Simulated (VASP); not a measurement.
KScBr4:

```
K Sc Br
1.0
     0.00000    4.33551    4.33551
     4.33551    0.00000    4.33551
     4.33551    4.33551    0.00000
K Sc Br
1 1 4
Direct
  0.25000 0.25000 0.25000
  0.00000 0.00000 0.00000
  0.62577 0.12269 0.62577
  0.62577 0.62577 0.12269
  0.62577 0.62577 0.62577
  0.12269 0.62577 0.62577
```

```yaml
Program: VASP 6.6.1
Task: relaxation of cell and atoms
Functional: PBE
Potentials_or_basis: VASP PAW PBE potentials, release 64 (K_sv, Sc_sv, Br)
Cutoff: 600 eV
k_mesh: 4 × 4 × 4
Occupations: gaussian, width 0.1 eV
Spin: no spin polarisation
```

At the start: pressure 5.4 GPa; volume 27.16 Å³/atom.

Q: How do energy, volume and symmetry change on relaxing?

A: Over 3 steps the energy falls by 72.1 meV/atom and the volume is 32.32 Å³/atom (+19.0 %); space group F-43m (No. 216, to 0.05 Å).

The path:
| step | energy change (eV) | largest force (eV/Å) | pressure (GPa) | volume (Å³) |
| --- | --- | --- | --- | --- |
| 1 | 0.0000 | 0.1350 | 5.42 | 162.99 |
| 2 | -0.4137 | 0.0146 | 0.90 | 185.63 |
| 3 | -0.4325 | 0.0124 | -0.13 | 193.93 |

Final structure:
```
CELL_PARAMETERS angstrom
0.00000 4.59411 4.59411
4.59411 0.00000 4.59411
4.59411 4.59411 0.00000
ATOMIC_POSITIONS crystal
K 0.25000 0.25000 0.25000
Sc 0.00000 0.00000 0.00000
Br 0.62519 0.12442 0.62519
Br 0.62519 0.62519 0.12442
Br 0.62519 0.62519 0.62519
Br 0.12442 0.62519 0.62519
```

Caveat: the volume moved by over 15 % at a fixed basis, so the end points are rough.
